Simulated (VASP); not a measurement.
Input of a VASP 6.6.1 run:

File INCAR:

```
PREC = Accurate
ENCUT = 600
EDIFF = 1E-6
ISMEAR = 0
SIGMA = 0.1
LREAL = F
LASPH = T
NELM = 100
ALGO = Normal
ISIF = 3
LWAVE = F
LCHARG = F
GGA = PE
IBRION = 2
NSW = 90
EDIFFG = -0.04
```

Contents of KPOINTS:

```
Automatic mesh
0
Gamma
  6 6 2
```

Contents of POSCAR:

```
CdTeS4
1.0
    3.4456116500      0.0000000000      0.0000000000
   -1.7228058300      2.9839872200      0.0000000000
    0.0000000000      0.0000000000     13.6556548100
Cd Te S
1 1 4
Direct
    0.0000000000      0.0000000000      0.5000000000
    0.6666666700      0.3333333300      0.0000000000
    0.6666666700      0.3333333300      0.6276410200
    0.0000000000      0.0000000000      0.8771510100
    0.0000000000      0.0000000000      0.1228489900
    0.6666666700      0.3333333300      0.3723589800
```

Potentials or basis: VASP PAW PBE potentials, release 64 (Cd, Te, S).

Run with:

```sh
$ cat potpaw_PBE.64/Cd/POTCAR potpaw_PBE.64/Te/POTCAR potpaw_PBE.64/S/POTCAR > POTCAR
$ mpirun -np 1 vasp_std > vasp.out
```

Problem. Estimate the relaxed volume.

Solution. 26.94 Å³/atom.

Problem. Predict the space group after relaxing (to 0.1 Å).

Solution. P-6m2 (No. 187).

Problem. What does it give for the relaxed cell?

Solution. a = 3.989 Å, b = 3.989 Å, c = 11.732 Å, α = 90.00°, β = 90.00°, γ = 120.00°.

The path:
| step | energy change (eV) | largest force (eV/Å) | pressure (GPa) | volume (Å³) |
| --- | --- | --- | --- | --- |
| 1 | 0.0000 | 1.3225 | 6.35 | 140.40 |
| 2 | -0.1582 | 0.7069 | -3.03 | 160.10 |
| 3 | -0.2611 | 0.3415 | 0.00 | 151.92 |
| 4 | -0.2912 | 0.3207 | -0.02 | 152.72 |
| 5 | -0.3831 | 0.4615 | -0.13 | 154.97 |
| 6 | -0.5535 | 0.5299 | -0.23 | 158.79 |
| 7 | -0.7518 | 1.3727 | 0.13 | 163.34 |
| 8 | -0.6470 | 0.8651 | -0.40 | 160.62 |
| 9 | -0.8088 | 1.0345 | -0.39 | 162.25 |
| 10 | -0.8225 | 1.1993 | -0.27 | 162.87 |
| 11 | -0.8261 | 1.1431 | -0.33 | 162.68 |
| 12 | -0.8449 | 1.1115 | -0.36 | 163.12 |
| 13 | -0.8571 | 1.0530 | -0.38 | 163.96 |
| 14 | -0.8860 | 0.9551 | -0.37 | 163.80 |
| 15 | -0.9572 | 0.6747 | -0.33 | 163.34 |
| 16 | -1.0321 | 0.1627 | -0.16 | 162.36 |
| 17 | -1.0375 | 0.1833 | -0.08 | 162.02 |
| 18 | -1.0396 | 0.1133 | -0.11 | 161.89 |
| 19 | -1.0412 | 0.0081 | -0.18 | 161.65 |

Caveat: the volume moved by over 15 % at a fixed basis, so the end points are rough.
